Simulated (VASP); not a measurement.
A run of VASP 6.6.1 is set up as follows.

Contents of INCAR:

```
SYSTEM = Mg4Ge3N
PREC     = Accurate       ! precision mode
ENCUT    = 600            ! plane-wave cutoff, eV
EDIFF    = 1E-7           ! SCF threshold, eV
ISMEAR   = 0              ! smearing method
SIGMA    = 0.1            ! smearing width, eV
LREAL    = .False.        ! projectors in reciprocal space
LASPH    = .True.         ! aspherical terms in the spheres
NELM     = 60             ! most SCF steps
ALGO     = Normal         ! electronic algorithm
ISIF     = 4              ! what is computed and relaxed
LWAVE    = .False.        ! write WAVECAR
LCHARG   = .False.        ! write CHGCAR
GGA      = PE             ! functional
IBRION   = 2              ! ionic algorithm
NSW      = 50             ! ionic steps
EDIFFG   = -0.01          ! ionic threshold
```

Contents of KPOINTS:

```
regular mesh
0
Gamma
  12 12 2
  0 0 0
```

File POSCAR:

```
Mg4Ge3N
1.0
    3.0649813502      0.0000000000      0.0000000000
   -1.5324906751      2.6543517114      0.0000000000
    0.0000000000      0.0000000000     15.1299032578
Mg Ge N
4 3 1
Direct
    0.6666666667      0.3333333333      0.9312537737
    0.3333333333      0.6666666667      0.0687462263
    0.6666666667      0.3333333333      0.6416369214
    0.3333333333      0.6666666667      0.3583630786
    0.0000000000      0.0000000000      0.5000000000
    0.6666666667      0.3333333333      0.2201894494
    0.3333333333      0.6666666667      0.7798105506
    0.0000000000      0.0000000000      0.0000000000
```

Potentials or basis: VASP PAW PBE potentials, release 64 (Mg, Ge_d, N).

Command:

```console
$ cat potpaw_PBE.64/Mg/POTCAR potpaw_PBE.64/Ge_d/POTCAR potpaw_PBE.64/N/POTCAR > POTCAR
$ mpirun -np 1 vasp_std > vasp.out
```

**Question.** Estimate the band gap on the k mesh.

**Answer.** Zero (an odd number of electrons rules out a gap without spin polarisation).

Step by step:
| step | energy change (eV) | largest force (eV/Å) | pressure (GPa) | volume (Å³) |
| --- | --- | --- | --- | --- |
| 1 | 0.0000 | 0.2158 | 10.33 | 123.09 |
| 2 | -0.0032 | 0.0704 | 10.13 | 123.09 |
| 3 | -0.0035 | 0.0190 | 10.05 | 123.09 |
| 4 | -0.0036 | 0.0098 | 10.05 | 123.09 |

Caveat: an odd number of electrons without spin polarisation forces a metal; a magnetic or distorted state may lie lower.
